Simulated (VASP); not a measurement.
# Zn (C2/m) in VASP: electric field gradients with PBE

Aim: the electric field gradients of Zn with PBE.

All numbers are computed with VASP 6.6.1; they aren't measurements. Logs are shortened: lines on timing, memory, paths and dates and some standing lists are left out, and cuts for length are marked.

## (1) The cell of the first run

The structure is monoclinic, space group C2/m (No. 12). Conventional cell: a = 4.625 Å, b = 2.670 Å, c = 4.966 Å, α = 90.00°, β = 90.00°, γ = 90.00°. Zn (site symmetry m) has 12 Zn at 2.67 to 3.07 Å within 3.5 Å.

## (2) Electric field gradients, PBE (shortest bond scaled by 0.94)

INCAR reads:

```
SYSTEM = Zn
PREC = Accurate
ENCUT = 520
EDIFF = 1E-8
ISMEAR = -1
SIGMA = 0.05
LREAL = .False.
LASPH = .True.
NELM = 60
ALGO = Normal
ISIF = 2
LWAVE = .False.
LCHARG = .False.
GGA = PE
LEFG = .True.
NBANDS = 19
```

KPOINTS reads:

```
regular mesh
0
Gamma
  13 13 6
  0 0 0
```

POSCAR reads:

```
Zn
1.0
    2.6700000000      0.0000000000      0.0000000000
   -1.3350000000      2.3122878281      0.0000000000
    0.0000000000      0.0000000000      4.9660000000
Zn
2
Direct
    0.3133333333      0.6566666667      0.2350000000
    0.6866666667      0.3433333333      0.7650000000
```

Potentials or basis: VASP PAW PBE potentials, release 64 (Zn).

Launch:

```sh
$ cat potpaw_PBE.64/Zn/POTCAR > POTCAR
$ mpirun -np 1 vasp_std > vasp.out
```

OUTCAR:

```text
SYSTEM = Zn
   PREC = Accurate
   ENCUT = 520
   EDIFF = 1E-8
   ISMEAR = -1
   LREAL = .False.
   LASPH = .True.
   NELM = 60
   ISIF = 2
   GGA = PE

 ion  position               nearest neighbor table
   1  0.313  0.657  0.235-   2 2.75   2 2.82   2 2.82   2 3.00
   2  0.687  0.343  0.765-   1 2.75   1 2.82   1 2.82   1 3.00

  LATTYP: Found a hexagonal cell.
 ALAT       =     2.6700000000
 C/A-ratio  =     1.8599250936

  Lattice vectors:

 A1 = (   2.6700000000,   0.0000000000,   0.0000000000)
 A2 = (  -1.3350000000,   2.3122878281,   0.0000000000)
 A3 = (   0.0000000000,   0.0000000000,   4.9660000000)

Analysis of symmetry for initial positions (statically):
=====================================================================
 Subroutine PRICEL returns:
 Original cell was already a primitive cell.

 Routine SETGRP: Setting up the symmetry group for a
 hexagonal supercell.

 Subroutine GETGRP returns: Found  4 space group operations
 (whereof  4 operations were pure point group operations)
 out of a pool of 24 trial point group operations.

The static configuration has the point symmetry C_2h.

Analysis of symmetry for dynamics (positions and initial velocities):
=====================================================================
 Subroutine PRICEL returns:
 Original cell was already a primitive cell.

 Routine SETGRP: Setting up the symmetry group for a
 hexagonal supercell.

 Subroutine GETGRP returns: Found  4 space group operations
 (whereof  4 operations were pure point group operations)
 out of a pool of 24 trial point group operations.

The dynamic configuration has the point symmetry C_2h.

 Subroutine INISYM returns: Found  4 space group operations
 (whereof  4 operations are pure point group operations),
 and found     1 'primitive' translations

----------------------------------------------------------------------------------------

                                     Primitive cell

  volume of cell :      30.6591

  direct lattice vectors                    reciprocal lattice vectors
     2.670000000  0.000000000  0.000000000     0.374531835  0.216236056  0.000000000
    -1.335000000  2.312287828  0.000000000     0.000000000  0.432472112  0.000000000
     0.000000000  0.000000000  4.966000000     0.000000000  0.000000000  0.201369311

  length of vectors
     2.670000000  2.670000000  4.966000000     0.432472112  0.432472112  0.201369311

  position of ions in fractional coordinates (direct lattice)
     0.313333333  0.656666667  0.235000000
     0.686666667  0.343333333  0.765000000

  ion indices of the primitive-cell ions
   primitive index   ion index
                 1           1
                 2           2

----------------------------------------------------------------------------------------

 KPOINTS: regular mesh

Automatic generation of k-mesh.
 Grid dimensions read from file:
 generate k-points for:   13   13    6

 Generating k-lattice:

  Cartesian coordinates                     Fractional coordinates (reciprocal lattice)
     0.028810141  0.016633543  0.000000000     0.076923077  0.000000000  0.000000000
     0.000000000  0.033267086  0.000000000     0.000000000  0.076923077  0.000000000
     0.000000000  0.000000000  0.033561552     0.000000000  0.000000000  0.166666667

  Length of vectors
     0.033267086  0.033267086  0.033561552

  Shift w.r.t. Gamma in fractional coordinates (k-lattice)
     0.000000000  0.000000000  0.000000000

 Subroutine IBZKPT returns following result:
 ===========================================

 Found    280 irreducible k-points:

 Following reciprocal coordinates:
            Coordinates               Weight
  0.000000  0.000000  0.000000      1.000000
  0.076923 -0.000000  0.000000      2.000000
  0.000000  0.076923  0.000000      4.000000
  0.153846  0.000000  0.000000      2.000000
  0.000000  0.153846  0.000000      4.000000
  0.230769 -0.000000  0.000000      2.000000
[... 16 lines left out ...]
 -0.076923  0.384615  0.000000      4.000000
 -0.384615  0.307692  0.000000      4.000000
 [... further k-points ...]
   k-points           NKPTS =    280   k-points in BZ     NKDIM =    280   number of bands    NBANDS=     19
   number of dos      NEDOS =    301   number of ions     NIONS =      2
   total plane-waves  NPLWV =  16000
   dimension x,y,z NGX =    20 NGY =   20 NGZ =   40
   dimension x,y,z NGXF=    40 NGYF=   40 NGZF=   80
   ions per type =               2
   NGX,Y,Z   is equivalent  to a cutoff of  12.45, 12.45, 13.39 a.u.
   NGXF,Y,Z  is equivalent  to a cutoff of  24.91, 24.91, 26.78 a.u.
 SYSTEM =  Zn
   PREC   = accura    normal or accurate (medium, high low for compatibility)
   ISTART =      0    job   : 0-new  1-cont  2-samecut
   ICHARG =      2    charge: 1-file 2-atom 10-const
   ISPIN  =      1    spin polarized calculation?
   LNONCOLLINEAR =      F non collinear calculations
   LSORBIT =      F    spin-orbit coupling
   LASPH  =      T    aspherical Exc in radial PAW
   ENCUT  =  520.0 eV  38.22 Ry    6.18 a.u.   4.96  4.96  9.23*2*pi/ulx,y,z
   NELM   =     60;   NELMIN=  2; NELMDL= -5     # of ELM steps
   EDIFF  = 0.1E-07   stopping-criterion for ELM
   LREAL  =      F    real-space projection
   EDIFFG = 0.1E-06   stopping-criterion for IOM
   NSW    =      0    number of steps for IOM
   IBRION =     -1    ionic relax: 0-MD 1-quasi-New 2-CG
   NFREE  =      0    steps in history (QN), initial steepest desc. (CG)
   ISIF   =      2    stress and relaxation
   ISYM   =      2    0-nonsym 1-usesym 2-fastsym
   POTIM  = 0.5000    time-step for ionic-motion
   TEBEG  =    0.0;   TEEND  =   0.0 temperature during run
   PSTRESS=    0.0 pullay stress
   NELECT =      24.0000    total number of electrons
   NUPDOWN=      -1.0000    fix difference up-down
   EMIN   =  10.00;   EMAX   =-10.00  energy-range for DOS
   EFERMI =   0.00;   METHOD = LEGACY
   ISMEAR =    -1;   SIGMA  =   0.05  broadening in eV -4-tet -1-fermi 0-gaus
   EFERMI_NEDOS =   21; number of points for ismear=-14 and -15
   IALGO  =     38    algorithm
   IMIX   =      4    mixing-type and parameters
     AMIX     =   0.40;   BMIX     =  1.00
     AMIX_MAG =   1.60;   BMIX_MAG =  1.00
  volume/ion in A,a.u.               =      15.33       103.45
  Fermi-wavevector in a.u.,A,eV,Ry     =   1.508778  2.851177 30.972445  2.276410
  Thomas-Fermi vector in A             =   2.619187
   LORBIT       =      0    0 simple, 1 ext, 2 COOP (PROOUT), +10 PAW based schemes
   GGA     = PE    functional components
   LHFCALC =     F    Hartree Fock is set to
   AEXX    =    0.0000 exact exchange contribution
   IVDW    =     0    specifies the selected vdW correction
   LEPSILON=     F    determine dielectric tensor
   LRPA    =     F    only Hartree local field effects (RPA)
 non-spin polarized calculation
  energy-cutoff  :      520.00
  volume of cell :       30.66
 maximum number of plane-waves:       851
   NGX =  9   NGY =  9   NGZ = 19

 number of electron      24.0000002 magnetization

 Free energy of the ion-electron system (eV)
  ---------------------------------------------------
  ext. energy  EPLUGINS =         0.00000000
  ---------------------------------------------------
  free energy    TOTEN  =        -2.20584109 eV

  energy without entropy =       -2.20410924  energy(sigma->0) =       -2.20497516

 E-fermi :   2.9841     XC(G=0): -11.5019

 val. band max:        2.9784699722   @ k =   0.3077   0.0000   0.0000
 cond. band min:       2.9932620878   @ k =   0.3846  -0.0000   0.0000
 fundamental gap:      0.0147921156
 Fermi energy:         2.9841235992

 k-point     1 :       0.0000    0.0000    0.0000
  band No.  band energies     occupation
      1      -7.3280      2.00000
      2      -5.5450      2.00000
      3      -4.8477      2.00000
      4      -4.6329      2.00000
      5      -4.6235      2.00000
      6      -4.5855      2.00000
[... 11 lines left out ...]
     18      21.8145      0.00000
     19      22.2394      0.00000

 k-point     2 :       0.0769   -0.0000    0.0000
  band No.  band energies     occupation
      1      -7.1539      2.00000
      2      -5.4704      2.00000
      3      -4.8334      2.00000
      4      -4.6513      2.00000
      5      -4.5866      2.00000
      6      -4.5833      2.00000
[... 476 lines left out ...]
 k-point    24 :      -0.3846    0.3077    0.0000
  band No.  band energies     occupation
      1      -5.2545      2.00000
      2      -5.1786      2.00000
      3      -4.9967      2.00000
      4      -4.6277      2.00000
      5      -4.5239      2.00000
      6      -4.4373      2.00000
[... 11 lines left out ...]
     18      17.6973      0.00000
     19      19.0412      0.00000

 [... further k-points ...]

------------------------ aborting loop because EDIFF is reached ----------------------------------------

  FORCE on cell =-STRESS in cart. coord.  units (eV):
  Direction    XX          YY          ZZ          XY          YZ          ZX
  --------------------------------------------------------------------------------------
  -------------------------------------------------------------------------------------
  Total       -0.0743765     -0.0614950      0.1360136     -0.0111558      0.0268745      0.0465478
  in kB       -3.8867508     -3.2135899      7.1077665     -0.5829744      1.4043989      2.4324812
  external PRESSURE =       0.0024752 kB  Pullay stress =       0.0000000 kB

 VOLUME and BASIS-vectors are now :
 -----------------------------------------------------------------------------
  energy-cutoff  :      520.00
  volume of cell :       30.66
      direct lattice vectors                 reciprocal lattice vectors
     2.670000000  0.000000000  0.000000000     0.374531835  0.216236056  0.000000000
    -1.335000000  2.312287828  0.000000000     0.000000000  0.432472112  0.000000000
     0.000000000  0.000000000  4.966000000     0.000000000  0.000000000  0.201369311

 POSITION                                       TOTAL-FORCE (eV/Angst)
 -----------------------------------------------------------------------------------
     -0.04005      1.51840      1.16701         0.051186      0.029552      0.317174
      1.37505      0.79389      3.79899        -0.051186     -0.029552     -0.317174
 -----------------------------------------------------------------------------------
    total drift:                                0.000000     -0.000000     -0.000000

  FREE ENERGIE OF THE ION-ELECTRON SYSTEM (eV)
  ---------------------------------------------------
  free  energy   TOTEN  =        -2.2058410910 eV

  energy  without entropy=       -2.2041092369  energy(sigma->0) =       -2.20497516

 Electric field gradients (V/A^2)
---------------------------------------------------------------------
 ion       V_xx      V_yy      V_zz      V_xy      V_xz      V_yz
---------------------------------------------------------------------
   1     -20.143   -17.409    37.552    -2.356    -0.415    -0.240
   2     -20.143   -17.409    37.552    -2.356    -0.415    -0.240
---------------------------------------------------------------------

 Electric field gradients after diagonalization (V/A^2)
 (convention: |V_zz| > |V_xx| > |V_yy|)
----------------------------------------------------------------------
 ion       V_xx      V_yy      V_zz     asymmetry (V_yy - V_xx)/ V_zz
----------------------------------------------------------------------
   1     -21.504   -16.052    37.555       0.145
   2     -21.504   -16.052    37.555       0.145
----------------------------------------------------------------------

           NMR quadrupolar parameters

 Cq : quadrupolar parameter    Cq=e*Q*V_zz/h
 eta: asymmetry parameters     (V_yy - V_xx)/ V_zz
 Q  : nuclear electric quadrupole moment in mb (millibarn)
----------------------------------------------------------------------
 ion       Cq(MHz)       eta       Q (mb)
----------------------------------------------------------------------
   1       0.091       0.145       1.000
   2       0.091       0.145       1.000
----------------------------------------------------------------------
```

Wall time 4.3 min (1 thread of Intel Xeon 8259CL, shared host); peak memory 0.25 GiB.

What came out:

```
Free energy                             : -2.2058 eV
Pressure                                : 0.0 GPa
Largest force                           : 0.323 eV/Å
Band gap on the k mesh                  : zero (bands 12 and 13 overlap by 4.13 eV)
Largest electric field gradient by atom : Zn +37.6 V/Å²
```

Forces on the atoms (eV/Å):
```
Zn   0.051  0.030  0.317
Zn  -0.051 -0.030 -0.317
```

Stress tensor (GPa, compression positive):
```
-0.39 -0.06  0.24
-0.06 -0.32  0.14
 0.24  0.14  0.71
```

Levels at points of the mesh, in eV from the Fermi level:
```tsv
k point	band 8	band 9	band 10	band 11	band 12	band 13	band 14	band 15	band 16	band 17
(0.00, 0.00, 0.00)	-7.27	-7.21	-7.05	-7.00	-3.50	-3.00	13.68	17.11	17.26	17.56
(0.00, 0.00, 0.50)	-7.38	-7.17	-7.14	-7.08	-7.07	4.10	5.15	18.41	18.49	18.83
```

Electric field gradients, principal values (V/Å²):
```csv
atom,least,middle,greatest (by size)
1 Zn,-16.052,-21.504,37.555
2 Zn,-16.052,-21.504,37.555
```

Caveat: the cell differs from its parent crystal (shortest bond scaled by 0.94); without QUAD_EFG the Cq values of the log hold for a quadrupole moment of 1 mb, not for the nuclei.
